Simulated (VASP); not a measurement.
# Si2W (I4/mmm) in VASP: single point with PBE

Aim: the single point of Si2W with PBE.

All numbers are computed with VASP 6.6.1; they aren't measurements. Logs are shortened: lines on timing, memory, paths and dates and some standing lists are left out, and cuts for length are marked.

### 1 The cell of the first run

The structure is tetragonal, space group I4/mmm (No. 139). Conventional cell: a = 3.219 Å, b = 3.219 Å, c = 7.846 Å, α = 90.00°, β = 90.00°, γ = 90.00°. Within 3.4 Å of Si (site symmetry 4mm) lie 9 Si at 2.60 to 3.22 Å and 5 W at 2.62 Å. W (site symmetry 4/mmm) has 10 Si at 2.62 Å and 4 W at 3.22 Å within 3.5 Å.

### 2 Single point, PBE, non-collinear spin, zero start, spin-orbit coupling

INCAR reads:

```
SYSTEM = Si2W
PREC = Accurate
ENCUT = 520
EDIFF = 1E-7
ISMEAR = 0
SIGMA = 0.05
LREAL = .False.
LASPH = .True.
NELM = 150
ALGO = Normal
ISIF = 2
LWAVE = .False.
LCHARG = .False.
MAGMOM = 0 0 0 0 0 0 0 0 0
LORBIT = 11
LSORBIT = .True.
GGA_COMPAT = .False.
LORBMOM = .True.
LMAXMIX = 4
GGA = PE
NBANDS = 35
```

KPOINTS reads:

```
regular mesh
0
Gamma
  8 8 8
  0 0 0
```

POSCAR reads:

```
Si2W
1.0
   -1.6094845723      1.6094845723      3.9229620029
    1.6094845723     -1.6094845723      3.9229620029
    1.6094845723      1.6094845723     -3.9229620029
Si W
2 1
Direct
    0.3344725105      0.3344725105      0.0000000000
    0.6655274895      0.6655274895      0.0000000000
    0.0000000000      0.0000000000      0.0000000000
```

Potentials or basis: VASP PAW PBE potentials, release 64 (Si, W_sv).

Started as:

```console
> cat potpaw_PBE.64/Si/POTCAR potpaw_PBE.64/W_sv/POTCAR > POTCAR
> mpirun -np 1 vasp_ncl > vasp.out
```

OUTCAR:

```text
SYSTEM = Si2W
   PREC = Accurate
   ENCUT = 520
   EDIFF = 1E-7
   ISMEAR = 0
   LREAL = .False.
   LASPH = .True.
   NELM = 150
   ISIF = 2
   LORBIT = 11
   LSORBIT = .True.
   GGA = PE

 ion  position               nearest neighbor table
   1  0.334  0.334  0.000-   2 2.60   3 2.62   3 2.62   3 2.62   3 2.62   3 2.62   2 2.63   2 2.63
                             2 2.63   2 2.63
   2  0.666  0.666  0.000-   1 2.60   3 2.62   3 2.62   3 2.62   3 2.62   3 2.62   1 2.63   1 2.63
                             1 2.63   1 2.63
   3  0.000  0.000  0.000-   2 2.62   2 2.62   2 2.62   1 2.62   1 2.62   1 2.62   2 2.62   1 2.62
                             1 2.62   2 2.62

  LATTYP: Found a body centered tetragonal cell.
 ALAT       =     3.2189691446
 C/A-ratio  =     2.4374026756

  Lattice vectors:

 A1 = (  -1.6094845723,   1.6094845723,   3.9229620029)
 A2 = (   1.6094845723,  -1.6094845723,   3.9229620029)
 A3 = (   1.6094845723,   1.6094845723,  -3.9229620029)

Analysis of symmetry for initial positions (statically):
=====================================================================
 Subroutine PRICEL returns:
 Original cell was already a primitive cell.

 Routine SETGRP: Setting up the symmetry group for a
 body centered tetragonal supercell.

 Subroutine GETGRP returns: Found 16 space group operations
 (whereof 16 operations were pure point group operations)
 out of a pool of 16 trial point group operations.

The static configuration has the point symmetry D_4h.

Analysis of symmetry for dynamics (positions and initial velocities):
=====================================================================
 Subroutine PRICEL returns:
 Original cell was already a primitive cell.

 Routine SETGRP: Setting up the symmetry group for a
 body centered tetragonal supercell.

 Subroutine GETGRP returns: Found 16 space group operations
 (whereof 16 operations were pure point group operations)
 out of a pool of 16 trial point group operations.

The dynamic configuration has the point symmetry D_4h.

Analysis of structural, dynamic, and magnetic symmetry:
=====================================================================
 Subroutine PRICEL returns:
 Original cell was already a primitive cell.

 Routine SETGRP: Setting up the symmetry group for a
 body centered tetragonal supercell.

 Subroutine GETGRP returns: Found 16 space group operations
 (whereof 16 operations were pure point group operations)
 out of a pool of 16 trial point group operations.

The overall configuration has the point symmetry D_4h.

 Subroutine INISYM returns: Found 16 space group operations
 (whereof 16 operations are pure point group operations),
 and found     1 'primitive' translations

----------------------------------------------------------------------------------------

                                     Primitive cell

  volume of cell :      40.6488

  direct lattice vectors                    reciprocal lattice vectors
    -1.609484572  1.609484572  3.922962003     0.000000000  0.310658461  0.127454714
     1.609484572 -1.609484572  3.922962003     0.310658461  0.000000000  0.127454714
     1.609484572  1.609484572 -3.922962003     0.310658461  0.310658461  0.000000000

  length of vectors
     4.535472638  4.535472638  4.535472638     0.335787706  0.335787706  0.439337409

  position of ions in fractional coordinates (direct lattice)
     0.334472510  0.334472510  0.000000000
     0.665527490  0.665527490  0.000000000
     0.000000000  0.000000000  0.000000000

  ion indices of the primitive-cell ions
   primitive index   ion index
                 1           1
                 2           2
                 3           3

----------------------------------------------------------------------------------------

 KPOINTS: regular mesh

Automatic generation of k-mesh.
 Grid dimensions read from file:
[... 104 lines left out ...]

 number of electron      21.9999999 magnetization      -0.0000000      0.0000000      0.0000000

 number of electron      21.9999999 magnetization       0.0000000     -0.0000000     -0.0000000

 Free energy of the ion-electron system (eV)
  ---------------------------------------------------
  ext. energy  EPLUGINS =         0.00000000
  ---------------------------------------------------
  free energy    TOTEN  =       -25.59337186 eV

  energy without entropy =      -25.59302009  energy(sigma->0) =      -25.59319598

 E-fermi :  11.8271     XC(G=0): -12.5036

 val. band max:       11.6613081482   @ k =  -0.2500  -0.3750   0.2500
 cond. band min:      11.8509523938   @ k =  -0.3750   0.5000   0.3750
 fundamental gap:      0.1896442456
 Fermi energy:        11.8270817343

 k-point     1 :       0.0000    0.0000    0.0000
  band No.  band energies     occupation
      1     -61.9871      1.00000
      2     -61.9871      1.00000
      3     -32.1273      1.00000
      4     -32.1273      1.00000
      5     -23.4808      1.00000
      6     -23.4808      1.00000
[... 877 lines left out ...]
     33      18.7895      0.00000
     34      18.7895      0.00000

 [... further k-points ...]

 [bands above 34 left out]

------------------------ aborting loop because EDIFF is reached ----------------------------------------

  FORCE on cell =-STRESS in cart. coord.  units (eV):
  Direction    XX          YY          ZZ          XY          YZ          ZX
  --------------------------------------------------------------------------------------
  -------------------------------------------------------------------------------------
  Total        0.6345424      0.6345424      0.5323303      0.0000000     -0.0000000      0.0000000
  in kB       25.0105665     25.0105665     20.9818640      0.0000000     -0.0000000      0.0000000
  external PRESSURE =      23.6676656 kB  Pullay stress =       0.0000000 kB

 VOLUME and BASIS-vectors are now :
 -----------------------------------------------------------------------------
  energy-cutoff  :      520.00
  volume of cell :       40.65
      direct lattice vectors                 reciprocal lattice vectors
    -1.609484572  1.609484572  3.922962003     0.000000000  0.310658461  0.127454714
     1.609484572 -1.609484572  3.922962003     0.310658461  0.000000000  0.127454714
     1.609484572  1.609484572 -3.922962003     0.310658461  0.310658461  0.000000000

 POSITION                                       TOTAL-FORCE (eV/Angst)
 -----------------------------------------------------------------------------------
      0.00000      0.00000      2.62425         0.000000      0.000000      0.017723
      0.00000      0.00000      5.22168        -0.000000     -0.000000     -0.017723
      0.00000      0.00000      0.00000        -0.000000     -0.000000      0.000000
 -----------------------------------------------------------------------------------
    total drift:                                0.000000     -0.000000      0.000000

  FREE ENERGIE OF THE ION-ELECTRON SYSTEM (eV)
  ---------------------------------------------------
  free  energy   TOTEN  =       -25.5933718571 eV

  energy  without entropy=      -25.5930200935  energy(sigma->0) =      -25.59319598

 orbital moment (x)

 # of ion     p       d       tot
 ----------------------------------------
  1         0.000   0.000   0.000
  2         0.000   0.000   0.000
  3         0.000   0.000   0.000
 ----------------------------------------
            0.000   0.000   0.000

 orbital moment (y)

 # of ion     p       d       tot
 ----------------------------------------
  1        -0.000   0.000  -0.000
  2        -0.000   0.000  -0.000
  3        -0.000  -0.000  -0.000
 ----------------------------------------
           -0.000  -0.000  -0.000

 orbital moment (z)

 # of ion     p       d       tot
 ----------------------------------------
  1         0.000   0.000   0.000
  2         0.000   0.000   0.000
  3         0.000   0.000   0.000
 ----------------------------------------
            0.000   0.000   0.000

 Spin-Orbit-Coupling matrix elements

 Ion:    1  E_soc:     -0.0010997
 l=   1
     0.0000000    -0.0001535    -0.0002428
    -0.0001535     0.0000000    -0.0001535
    -0.0002428    -0.0001535     0.0000000
 l=   2
     0.0000000     0.0000000     0.0000000     0.0000000     0.0000000
     0.0000000     0.0000000     0.0000000     0.0000000     0.0000000
     0.0000000     0.0000000     0.0000000     0.0000000     0.0000000
     0.0000000     0.0000000     0.0000000     0.0000000     0.0000000
     0.0000000     0.0000000     0.0000000     0.0000000     0.0000000
 l=   3
     0.0000000     0.0000000     0.0000000     0.0000000     0.0000000     0.0000000     0.0000000
     0.0000000     0.0000000     0.0000000     0.0000000     0.0000000     0.0000000     0.0000000
     0.0000000     0.0000000     0.0000000     0.0000000     0.0000000     0.0000000     0.0000000
     0.0000000     0.0000000     0.0000000     0.0000000     0.0000000     0.0000000     0.0000000
[... 29 lines left out ...]
 l=   2
     0.0000000    -0.0060315     0.0000000    -0.0060315    -0.0229621
    -0.0060315     0.0000000    -0.0166846    -0.0066335    -0.0056488
     0.0000000    -0.0166846     0.0000000    -0.0166846     0.0000000
    -0.0060315    -0.0066335    -0.0166846     0.0000000    -0.0056488
    -0.0229621    -0.0056488     0.0000000    -0.0056488     0.0000000
 l=   3
     0.0000000     0.0000000     0.0000000     0.0000000     0.0000000     0.0000000     0.0000000
     0.0000000     0.0000000     0.0000000     0.0000000     0.0000000     0.0000000     0.0000000
     0.0000000     0.0000000     0.0000000     0.0000000     0.0000000     0.0000000     0.0000000
     0.0000000     0.0000000     0.0000000     0.0000000     0.0000000     0.0000000     0.0000000
     0.0000000     0.0000000     0.0000000     0.0000000     0.0000000     0.0000000     0.0000000
     0.0000000     0.0000000     0.0000000     0.0000000     0.0000000     0.0000000     0.0000000
     0.0000000     0.0000000     0.0000000     0.0000000     0.0000000     0.0000000     0.0000000

 total charge

# of ion       s       p       d       tot
------------------------------------------
    1        0.737   0.887   0.000   1.623
    2        0.737   0.887   0.000   1.623
    3        2.313   6.308   3.597  12.218
--------------------------------------------------
tot          3.786   8.081   3.597  15.464

 magnetization (x)

# of ion       s       p       d       tot
------------------------------------------
    1       -0.000  -0.000   0.000  -0.000
    2       -0.000  -0.000   0.000  -0.000
    3        0.000   0.000   0.000   0.000
--------------------------------------------------
tot         -0.000  -0.000   0.000  -0.000

 magnetization (y)

# of ion       s       p       d       tot
------------------------------------------
    1        0.000   0.000   0.000   0.000
    2        0.000   0.000   0.000   0.000
    3        0.000  -0.000   0.000  -0.000
--------------------------------------------------
tot          0.000   0.000   0.000   0.000

 magnetization (z)

# of ion       s       p       d       tot
------------------------------------------
    1        0.000   0.000   0.000   0.000
    2        0.000   0.000   0.000   0.000
    3        0.000  -0.000   0.000   0.000
--------------------------------------------------
tot          0.000  -0.000   0.000   0.000
```

It took 9.2 min on 1 thread of Intel Xeon 8259CL, shared host; peak memory 0.45 GiB.

Results:

| Quantity | Value |
| --- | --- |
| Free energy | -25.5934 eV |
| Pressure | 2.4 GPa |
| Largest force | 0.018 eV/Å |
| Net moment | 0.00 μB per cell |
| Valence electrons inside the program's atomic spheres | Si 1.62; W 12.22 |

Forces on the atoms (eV/Å):
```
Si   0.000  0.000  0.018
Si   0.000  0.000 -0.018
W    0.000  0.000  0.000
```

Stress tensor (GPa, compression positive):
```
2.50 0.00 0.00
0.00 2.50 0.00
0.00 0.00 2.10
```

Moments on the atoms (μB; x, y, z):
```
Si  0.00 0.00 0.00
Si  0.00 0.00 0.00
W   0.00 0.00 0.00
```
